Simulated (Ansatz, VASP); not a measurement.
# Cu in VASP and in Ansatz

The input INCAR:

```
SYSTEM = Cu
PREC = Accurate
ENCUT = 820
EDIFF = 1E-6
ISMEAR = 0
SIGMA = 0.1
LREAL = .False.
LASPH = .True.
NELM = 120
ALGO = Normal
ISIF = 2
LWAVE = .False.
LCHARG = .True.
GGA = PE
LELF = .True.
LVHAR = .True.
NBANDS = 16
GGA_COMPAT = .False.
```

Contents of KPOINTS:

```
regular mesh
0
Gamma
  26 26 26
  0 0 0
```

File POSCAR:

```
Cu
1.0
    0.0000000000      1.8734205769      1.8734205769
    1.8734205769      0.0000000000      1.8734205769
    1.8734205769      1.8734205769      0.0000000000
Cu
1
Direct
    0.5000000000      0.5000000000      0.5000000000
```

Input for Ansatz:

```yaml
crystal:
  lattice:
    - [0.0, 1.8734205769, 1.8734205769]
    - [1.8734205769, 0.0, 1.8734205769]
    - [1.8734205769, 1.8734205769, 0.0]
  atoms:
    - { symbol: Cu, position: [0.5, 0.5, 0.5] }
basis:
  ecutwfc: 420
kpoints:
  mp_grid: { grid: [26, 26, 26] }
hamiltonian:
  xc: pbe
scf:
  occupations: { method: gaussian, width: 0.1 }
output:
  forces: true
  stress: true
  eigenvalues: true
```

Alike in both runs: task single point; functional PBE; k mesh 26 × 26 × 26; occupations gaussian, width 0.1 eV; no spin polarisation.

```csv
,VASP,Ansatz
version,VASP 6.6.1,Ansatz 0.2.0
potentials or method,"VASP PAW PBE potentials, release 64 (Cu_sv_GW), cutoff 820 eV","scalar-relativistic, plane waves, PAW"
valence electrons in the cell,19,19
```

```tsv
	VASP	Ansatz	Ansatz less VASP
gap on the k mesh at the Fermi level (eV)	none	none	-
pressure (GPa)	-11.3	-10.6	+0.70
```

A gap of «none» marks a metal or a gap that the smearing closes.
